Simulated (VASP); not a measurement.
**Ta: single point with PBE**

Ta:

```
Ta
1.0
     3.38544    0.00000    0.00000
     0.00000    3.38544    0.00000
     0.00000    0.00000    3.24048
Ta
2
Direct
  0.00000 0.00000 0.00000
  0.50000 0.50000 0.50000
```

This cell differs from its parent crystal: biaxial strain in the a-b plane: +2.0 %, then relaxed in part.

- Program: VASP 6.6.1
- Task: single point
- Functional: PBE
- Potentials or basis: VASP PAW PBE potentials, release 64 (Ta_pv)
- Cutoff: 520 eV
- k mesh: 16 × 16 × 16
- Occupations: gaussian, width 0.1 eV
- Spin: no spin polarisation
- Dipole correction: no
- Further INCAR settings: ALGO = Fast; EDIFF = 1e-06; NBANDS = 18

The pressure is -2.6 GPa. The band gap on the k mesh is zero (bands 11 and 12 overlap by 2.65 eV).

Stress tensor (GPa, compression positive):
```
-3.98  0.00  0.00
 0.00 -3.98  0.00
 0.00  0.00  0.04
```

Levels at points of the mesh, in eV from the Fermi level:
```tsv
k point	band 7	band 8	band 9	band 10	band 11	band 12	band 13	band 14	band 15	band 16
(0.00, 0.00, 0.00)	-7.80	-3.68	-3.57	0.38	0.93	0.93	3.50	4.25	6.53	6.53
(0.50, 0.00, 0.00)	-3.80	-3.80	-0.90	-0.90	1.12	1.12	1.56	1.56	3.22	3.22
(0.50, 0.50, 0.00)	-4.27	-4.27	-1.07	-1.07	1.25	1.25	3.28	3.28	4.51	4.51
(0.00, 0.00, 0.50)	-3.51	-3.51	-0.74	-0.74	1.01	1.01	1.01	1.01	2.94	2.94
(0.50, 0.00, 0.50)	-4.23	-4.23	-1.63	-1.63	1.56	1.56	3.86	3.86	5.02	5.02
(0.50, 0.50, 0.50)	-1.30	-1.30	-1.30	-1.30	-1.04	-1.04	4.72	4.72	4.98	4.98
```

Run time: 120 s on 1 thread of Intel(R) Xeon(R) 6975P-C (Granite Rapids) (shared host), peak memory 0.32 GiB.

Caveat: the cell differs from its parent crystal (biaxial strain in the a-b plane: +2.0 %, then relaxed in part); spin-orbit coupling is left out, which moves the levels of the heavy elements.
